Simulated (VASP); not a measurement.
Wanted: the native input for a VASP 6.6.1 run.

```yaml
Task: single point
Functional: revPBE
Potentials_or_basis: VASP PAW PBE potentials, release 64 (Au)
Cutoff: 520 eV
k_mesh: 13 × 13 × 13
Occupations: fermi-dirac, width 0.1 eV
Spin: no spin polarisation
Dipole_correction: no
Further_INCAR_settings: ALGO = Normal; EDIFF = 1e-06; NBANDS = 12
```

The structure of Au lies in POSCAR:

```
Au
1.0
    2.8063708000      0.0000000000      0.0000000000
    0.0000000000      2.8063708000      0.0000000000
    0.0000000000      0.0000000000      2.8063708000
Au
1
Direct
    0.0000000000      0.0000000000      0.0000000000
```

This cell differs from its parent crystal: volume scaled by 1.04.

One way to write it, as run:

INCAR

```
SYSTEM = Au
  ALGO = Normal
  EDIFF = 1E-6
  ENCUT = 520
  GGA = RE
  ISIF = 2
  ISMEAR = -1
  LASPH = .TRUE.
  LCHARG = .TRUE.
  LELF = .TRUE.
  LREAL = .FALSE.
  LVHAR = .TRUE.
  LWAVE = .FALSE.
  NBANDS = 12
  NELM = 100
  PREC = Accurate
  SIGMA = 0.1
```

KPOINTS

```
k-points
0
G
  13 13 13
  0 0 0
```

Potentials or basis: VASP PAW PBE potentials, release 64 (Au).

The run is started by

```sh
$ cat potpaw_PBE.64/Au/POTCAR > POTCAR
$ mpirun -np 1 vasp_std > vasp.out
```

Results of the run:

* Pressure: -3.4 GPa

Caveat: the PAW data sets were made with another functional, which shifts forces and pressure a little.

Run time: 7.5 s on 1 thread of Intel(R) Xeon(R) Platinum 8488C (Sapphire Rapids), on a shared host, peak memory 0.15 GiB.
